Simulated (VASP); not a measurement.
Wanted: the native input for a VASP 6.6.1 run.

| Item | Value |
| --- | --- |
| Task | relaxation of cell and atoms |
| Functional | PBEsol |
| Potentials or basis | VASP PAW PBE potentials, release 64 (Ga_d, Sb) |
| Cutoff | 600 eV |
| k mesh | 12 × 12 × 12 |
| Occupations | fermi-dirac, width 0.15 eV |
| Spin | no spin polarisation |
| Dipole correction | no |
| Further INCAR settings | ALGO = Normal; EDIFF = 1e-06; IBRION = 2; EDIFFG = -0.001; NSW = 80; ISIF = 3 |

The structure of GaSb lies in POSCAR:

```
GaSb
1.0
    0.0000000000      3.0556140968      3.0556140968
    3.0556140968      0.0000000000      3.0556140968
    3.0556140968      3.0556140968      0.0000000000
Ga Sb
1 1
Direct
    0.0000000000      0.0000000000      0.0000000000
    0.7500000000      0.7500000000      0.7500000000
```

One way to write it, as run:

INCAR

```
SYSTEM = GaSb
ALGO = Normal ; EDIFF = 1E-6
EDIFFG = -0.001 ; ENCUT = 600
GGA = PS ; IBRION = 2
ISIF = 3 ; ISMEAR = -1
LASPH = .TRUE. ; LCHARG = .FALSE.
LREAL = .FALSE. ; LWAVE = .FALSE.
NELM = 100 ; NSW = 80
PREC = Accurate ; SIGMA = 0.15
```

KPOINTS

```
k-points
0
G
  12 12 12
  0 0 0
```

Potentials or basis: VASP PAW PBE potentials, release 64 (Ga_d, Sb).

Launch:

```bash
$ cat potpaw_PBE.64/Ga_d/POTCAR potpaw_PBE.64/Sb/POTCAR > POTCAR
$ mpirun -np 1 vasp_std > vasp.out
```

It gave:

```
Relaxed volume                         : 28.60 Å³/atom
Relaxed cell                           : a = 4.325 Å, b = 4.325 Å, c = 4.325 Å, α = 60.00°, β = 60.00°, γ = 60.00°
Space group after relaxing (to 0.05 Å) : F-43m (No. 216)
Energy gained by relaxing              : 0.0 meV/atom
Ionic steps                            : 33
Pressure after relaxing                : 0.0 GPa
Band gap on the k mesh                 : zero (filled and empty bands touch)
```

Caveat: the PAW data sets were made with another functional, which shifts forces and pressure a little; spin-orbit coupling is left out, which moves the levels of the heavy elements.

It took 3.8 min on 1 thread of Intel(R) Xeon(R) Platinum 8488C (Sapphire Rapids), with other jobs on the host, peak memory 0.25 GiB.
